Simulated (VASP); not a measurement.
# CsTaS2 (P-6m2) in VASP: notebook, part 3 of 3

VASP 6.6.1.

### 4 Single point, PBE

This run uses another cell than the first one, of 19.02 Å³/atom, 0.846 times its volume.

File INCAR:

```
  ALGO = Normal
  EDIFF = 1E-6
  ENCUT = 520
  GGA = PE
  ISIF = 2
  ISMEAR = 0
  LASPH = True
  LCHARG = False
  LREAL = False
  LWAVE = False
  NBANDS = 24
  NELM = 100
  PREC = Accurate
  SIGMA = 0.1
```

File KPOINTS:

```
k-points
0
Gamma
  6 6 2
```

File POSCAR:

```
CsTaS2
1.0
    3.3140008500      0.0000000000      0.0000000000
   -1.6570004300      2.8700089300      0.0000000000
    0.0000000000      0.0000000000      7.9994389700
Cs Ta S
1 1 2
Direct
    0.3333333300      0.6666666700      0.5000000000
    0.0000000000      0.0000000000      0.0000000000
    0.6666666700      0.3333333300      0.8052246400
    0.6666666700      0.3333333300      0.1947753600
```

Potentials or basis: VASP PAW PBE potentials, release 64 (Cs_sv, Ta_pv, S).

Started as:

```sh
$ cat potpaw_PBE.64/Cs_sv/POTCAR potpaw_PBE.64/Ta_pv/POTCAR potpaw_PBE.64/S/POTCAR > POTCAR
$ mpirun -np 1 vasp_std > vasp.out
```

OUTCAR:

```text
EDIFF = 1E-6
   ENCUT = 520
   GGA = PE
   ISIF = 2
   ISMEAR = 0
   LASPH = True
   LREAL = False
   NELM = 100
   PREC = Accurate

 ion  position               nearest neighbor table
   1  0.333  0.667  0.500-
   2  0.000  0.000  0.000-   3 2.47   4 2.47   3 2.47   4 2.47   3 2.47   4 2.47
   3  0.667  0.333  0.805-   2 2.47   2 2.47   2 2.47
   4  0.667  0.333  0.195-   2 2.47   2 2.47   2 2.47

  LATTYP: Found a hexagonal cell.
 ALAT       =     3.3140008500
 C/A-ratio  =     2.4138312970

  Lattice vectors:

 A1 = (   3.3140008500,   0.0000000000,   0.0000000000)
 A2 = (  -1.6570004300,   2.8700089300,   0.0000000000)
 A3 = (   0.0000000000,   0.0000000000,   7.9994389700)

Analysis of symmetry for initial positions (statically):
=====================================================================
 Subroutine PRICEL returns:
 Original cell was already a primitive cell.

 Routine SETGRP: Setting up the symmetry group for a
 hexagonal supercell.

 Subroutine GETGRP returns: Found 12 space group operations
 (whereof 12 operations were pure point group operations)
 out of a pool of 24 trial point group operations.

The static configuration has the point symmetry D_3h.

Analysis of symmetry for dynamics (positions and initial velocities):
=====================================================================
 Subroutine PRICEL returns:
 Original cell was already a primitive cell.

 Routine SETGRP: Setting up the symmetry group for a
 hexagonal supercell.

 Subroutine GETGRP returns: Found 12 space group operations
 (whereof 12 operations were pure point group operations)
 out of a pool of 24 trial point group operations.

The dynamic configuration has the point symmetry D_3h.

 Subroutine INISYM returns: Found 12 space group operations
 (whereof 12 operations are pure point group operations),
 and found     1 'primitive' translations

----------------------------------------------------------------------------------------

                                     Primitive cell

  volume of cell :      76.0844

  direct lattice vectors                    reciprocal lattice vectors
     3.314000850  0.000000000  0.000000000     0.301750073  0.174215486  0.000000000
    -1.657000430  2.870008930  0.000000000     0.000000000  0.348430972  0.000000000
     0.000000000  0.000000000  7.999438970     0.000000000  0.000000000  0.125008767

  length of vectors
     3.314000850  3.314000857  7.999438970     0.348430972  0.348430972  0.125008767

  position of ions in fractional coordinates (direct lattice)
     0.333333330  0.666666670  0.500000000
     0.000000000  0.000000000  0.000000000
     0.666666670  0.333333330  0.805224640
     0.666666670  0.333333330  0.194775360

  ion indices of the primitive-cell ions
   primitive index   ion index
                 1           1
                 2           2
                 3           3
                 4           4

----------------------------------------------------------------------------------------

 KPOINTS: k-points
[... 24 lines left out ...]
            Coordinates               Weight
  0.000000  0.000000  0.000000      1.000000
  0.166667  0.000000  0.000000      6.000000
  0.333333  0.000000  0.000000      6.000000
  0.500000  0.000000  0.000000      3.000000
  0.166667  0.166667  0.000000      6.000000
  0.333333  0.166667  0.000000     12.000000
  0.333333  0.333333  0.000000      2.000000
  0.000000  0.000000  0.500000      1.000000
  0.166667  0.000000  0.500000      6.000000
  0.333333  0.000000  0.500000      6.000000
  0.500000  0.000000  0.500000      3.000000
  0.166667  0.166667  0.500000      6.000000
  0.333333  0.166667  0.500000     12.000000
  0.333333  0.333333  0.500000      2.000000
   k-points           NKPTS =     14   k-points in BZ     NKDIM =     14   number of bands    NBANDS=     24
   number of dos      NEDOS =    301   number of ions     NIONS =      4
   total plane-waves  NPLWV =  47040
   dimension x,y,z NGX =    28 NGY =   28 NGZ =   60
   dimension x,y,z NGXF=    56 NGYF=   56 NGZF=  120
   ions per type =               1   1   2
   NGX,Y,Z   is equivalent  to a cutoff of  14.05, 14.05, 12.47 a.u.
   NGXF,Y,Z  is equivalent  to a cutoff of  28.09, 28.09, 24.94 a.u.
 SYSTEM =  unknown system
   PREC   = accura    normal or accurate (medium, high low for compatibility)
   ISTART =      0    job   : 0-new  1-cont  2-samecut
   ICHARG =      2    charge: 1-file 2-atom 10-const
   ISPIN  =      1    spin polarized calculation?
   LNONCOLLINEAR =      F non collinear calculations
   LSORBIT =      F    spin-orbit coupling
   LASPH  =      T    aspherical Exc in radial PAW
   ENCUT  =  520.0 eV  38.22 Ry    6.18 a.u.   6.16  6.16 14.87*2*pi/ulx,y,z
   NELM   =    100;   NELMIN=  2; NELMDL= -5     # of ELM steps
   EDIFF  = 0.1E-05   stopping-criterion for ELM
   LREAL  =      F    real-space projection
   EDIFFG = 0.1E-04   stopping-criterion for IOM
   NSW    =      0    number of steps for IOM
   IBRION =     -1    ionic relax: 0-MD 1-quasi-New 2-CG
   NFREE  =      0    steps in history (QN), initial steepest desc. (CG)
   ISIF   =      2    stress and relaxation
   ISYM   =      2    0-nonsym 1-usesym 2-fastsym
   POTIM  = 0.5000    time-step for ionic-motion
   TEBEG  =    0.0;   TEEND  =   0.0 temperature during run
   PSTRESS=    0.0 pullay stress
   NELECT =      32.0000    total number of electrons
   NUPDOWN=      -1.0000    fix difference up-down
   EMIN   =  10.00;   EMAX   =-10.00  energy-range for DOS
   EFERMI =   0.00;   METHOD = LEGACY
   ISMEAR =     0;   SIGMA  =   0.10  broadening in eV -4-tet -1-fermi 0-gaus
   EFERMI_NEDOS =   21; number of points for ismear=-14 and -15
   IALGO  =     38    algorithm
   IMIX   =      4    mixing-type and parameters
     AMIX     =   0.40;   BMIX     =  1.00
     AMIX_MAG =   1.60;   BMIX_MAG =  1.00
  volume/ion in A,a.u.               =      19.02       128.36
  Fermi-wavevector in a.u.,A,eV,Ry     =   1.226572  2.317885 20.469676  1.504479
  Thomas-Fermi vector in A             =   2.361568
   LORBIT       =      0    0 simple, 1 ext, 2 COOP (PROOUT), +10 PAW based schemes
   GGA     = PE    functional components
   LHFCALC =     F    Hartree Fock is set to
   AEXX    =    0.0000 exact exchange contribution
   IVDW    =     0    specifies the selected vdW correction
   LEPSILON=     F    determine dielectric tensor
   LRPA    =     F    only Hartree local field effects (RPA)
 non-spin polarized calculation
 Gauss-broadening in eV      SIGMA  =   0.10
  energy-cutoff  :      520.00
  volume of cell :       76.08
 maximum number of plane-waves:      2070
 NGX is ok and might be reduce to    28
   NGX = 13   NGY = 13   NGZ = 29

 number of electron      31.9999998 magnetization

 Free energy of the ion-electron system (eV)
  ---------------------------------------------------
  ext. energy  EPLUGINS =         0.00000000
  ---------------------------------------------------
  free energy    TOTEN  =       -24.18072129 eV

  energy without entropy =      -24.17917659  energy(sigma->0) =      -24.17994894

 E-fermi :   7.8730     XC(G=0): -11.2158

 val. band max:        7.8260410021   @ k =   0.0000   0.0000   0.5000
 cond. band min:       7.9702687499   @ k =   0.5000   0.0000   0.5000
 fundamental gap:      0.1442277479
 Fermi energy:         7.8730281399

 k-point     1 :       0.0000    0.0000    0.0000
  band No.  band energies     occupation
      1     -27.4533      2.00000
      2     -27.2313      2.00000
      3     -27.2313      2.00000
      4     -16.8917      2.00000
      5      -7.8299      2.00000
      6      -7.1919      2.00000
[... 367 lines left out ...]
     23      13.6946      0.00000
     24      13.9245      0.00000

------------------------ aborting loop because EDIFF is reached ----------------------------------------

  FORCE on cell =-STRESS in cart. coord.  units (eV):
  Direction    XX          YY          ZZ          XY          YZ          ZX
  --------------------------------------------------------------------------------------
  -------------------------------------------------------------------------------------
  Total        8.8232056      8.8232057      6.0723157     -0.0000000      0.0000000     -0.0000000
  in kB      185.7982379    185.7982386    127.8702553     -0.0000003      0.0000000     -0.0000000
  external PRESSURE =     166.4889106 kB  Pullay stress =       0.0000000 kB

 VOLUME and BASIS-vectors are now :
 -----------------------------------------------------------------------------
  energy-cutoff  :      520.00
  volume of cell :       76.08
      direct lattice vectors                 reciprocal lattice vectors
     3.314000850  0.000000000  0.000000000     0.301750073  0.174215486  0.000000000
    -1.657000430  2.870008930  0.000000000     0.000000000  0.348430972  0.000000000
     0.000000000  0.000000000  7.999438970     0.000000000  0.000000000  0.125008767

 POSITION                                       TOTAL-FORCE (eV/Angst)
 -----------------------------------------------------------------------------------
     -0.00000      1.91334      3.99972         0.000000     -0.000000      0.000000
      0.00000      0.00000      0.00000         0.000000      0.000000      0.000000
      1.65700      0.95667      6.44135        -0.000000      0.000000      0.571750
      1.65700      0.95667      1.55809        -0.000000      0.000000     -0.571750
 -----------------------------------------------------------------------------------
    total drift:                               -0.000009      0.000005      0.000000

  FREE ENERGIE OF THE ION-ELECTRON SYSTEM (eV)
  ---------------------------------------------------
  free  energy   TOTEN  =       -24.1807212857 eV

  energy  without entropy=      -24.1791765935  energy(sigma->0) =      -24.17994894
```

OSZICAR:

```text
N       E                     dE             d eps       ncg     rms          rms(c)
DAV:   1     0.237241938039E+03    0.23724E+03   -0.15598E+04   672   0.126E+03
DAV:   2    -0.118283156252E+02   -0.24907E+03   -0.23472E+03   832   0.297E+02
DAV:   3    -0.256284825736E+02   -0.13800E+02   -0.13626E+02   880   0.679E+01
DAV:   4    -0.258261461564E+02   -0.19766E+00   -0.19717E+00   832   0.890E+00
DAV:   5    -0.258290912166E+02   -0.29451E-02   -0.29436E-02   872   0.103E+00    0.200E+01
DAV:   6    -0.242981398258E+02    0.15310E+01   -0.39745E+00   792   0.124E+01    0.108E+01
DAV:   7    -0.241903192095E+02    0.10782E+00   -0.48269E-01   832   0.431E+00    0.442E+00
DAV:   8    -0.241831014704E+02    0.72177E-02   -0.11984E-01   832   0.190E+00    0.539E-01
DAV:   9    -0.241806215572E+02    0.24799E-02   -0.85395E-03   848   0.577E-01    0.267E-01
DAV:  10    -0.241807064864E+02   -0.84929E-04   -0.30164E-03   776   0.287E-01    0.147E-01
DAV:  11    -0.241806927018E+02    0.13785E-04   -0.11679E-04   856   0.654E-02    0.601E-02
DAV:  12    -0.241807236552E+02   -0.30953E-04   -0.59842E-05   776   0.537E-02    0.808E-03
DAV:  13    -0.241807213226E+02    0.23326E-05   -0.69927E-06   824   0.174E-02    0.569E-03
DAV:  14    -0.241807212857E+02    0.36893E-07   -0.61066E-07   528   0.446E-03
   1 F= -.24180721E+02 E0= -.24179949E+02  d E =-.154469E-02
```

It took 22 s on 1 thread of Intel Xeon Platinum 8488C (Sapphire Rapids), shared host; peak memory 0.21 GiB.

What came out:

- Free energy: -24.1807 eV
- Pressure: 16.6 GPa
- Largest force: 0.572 eV/Å
- Band gap on the k mesh: 0.14 eV, indirect (least direct gap 1.25 eV)

Forces in eV/Å, atoms in the order of the input:
```
Cs   0.000  0.000  0.000
Ta   0.000  0.000  0.000
S    0.000  0.000  0.572
S    0.000  0.000 -0.572
```

Stress tensor (GPa, compression positive):
```
18.58  0.00  0.00
 0.00 18.58  0.00
 0.00  0.00 12.79
```

Levels at points of the mesh, in eV from the valence-band top:
```tsv
k point	band 13	band 14	band 15	band 16	band 17	band 18	band 19	band 20
(0.00, 0.00, 0.00)	-2.77	-2.77	-2.29	-0.59	1.42	1.61	1.61	1.80
(0.50, 0.00, 0.00)	-4.44	-3.67	-2.84	-1.95	0.40	1.41	2.61	2.85
(0.00, 0.00, 0.50)	-3.70	-2.77	-2.77	0.00	1.25	1.81	1.81	1.86
(0.50, 0.00, 0.50)	-4.31	-3.82	-3.07	-1.61	0.14	1.95	2.76	3.13
```

Caveat: spin-orbit coupling is left out, which moves the levels of the heavy elements. A k mesh can miss the band edges.

### 5 Overview

```tsv
task	cell	k mesh	cutoff (eV)	smearing	gap on the mesh (eV)	pressure (GPa)	largest force (eV/Å)
single point	a = 3.543, b = 3.543, c = 8.269 Å, angles 90.0, 90.0, 120.0°, 4 atoms	12 × 12 × 4	520	gaussian 0.01 eV	0.11	0.2	0.02
relaxation of cell and atoms	relaxed from a = 3.541, b = 3.541, c = 8.275 Å, angles 90.0, 90.0, 120.0°, 4 atoms	12 × 12 × 4	600	gaussian 0.01 eV	0.11	0.0	0.01
single point	a = 3.314, b = 3.314, c = 7.999 Å, angles 90.0, 90.0, 120.0°, 4 atoms	6 × 6 × 2	520	gaussian 0.1 eV	0.14	16.6	0.57
```

Alike in all rows: level PBE; potentials or basis VASP PAW PBE potentials, release 64 (Cs_sv, Ta_pv, S); no spin polarisation.

Caveats: spin-orbit coupling is left out, which moves the levels of the heavy elements.

Absolute energies hang on the potentials; compare differences alone.
